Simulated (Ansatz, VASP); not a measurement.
ZrMo2C2 in VASP and in Ansatz

```
CELL_PARAMETERS angstrom
3.62874 0.00000 0.00000
0.00000 3.62874 0.00000
0.00000 0.00000 4.61394
ATOMIC_POSITIONS crystal
Zr 0.00000 0.00000 0.00000
Mo 0.50000 0.00000 0.50000
Mo 0.00000 0.50000 0.50000
C 0.50000 0.50000 0.83687
C 0.50000 0.50000 0.16313
```

Alike in both runs: functional PBE; k mesh 10 × 10 × 8; occupations gaussian, width 0.1 eV; no spin polarisation.

Ansatz relaxed the structure, and its values are those at the end. VASP's run is a single point on that final structure, the one shown.

```csv
,VASP,Ansatz
version,VASP 6.6.1,Ansatz 0.2.0
potentials or method,"VASP PAW PBE potentials, release 64 (Zr_sv, Mo_sv, C), cutoff 520 eV","scalar-relativistic, plane waves, PAW"
valence electrons in the cell,48,48
```

VASP gave:

| Item | Value |
| --- | --- |
| gap on the k mesh at the Fermi level (eV) | none |
| pressure (GPa) | 0.5 |
| rms of the force components (eV/Å) | 0.008 |

Question: Which values does Ansatz return?

Answer: gap on the k mesh at the Fermi level (eV): none; pressure (GPa): 0.0; rms of the force components (eV/Å): 0.000.

A gap of «none» marks a metal or a gap that the smearing closes.
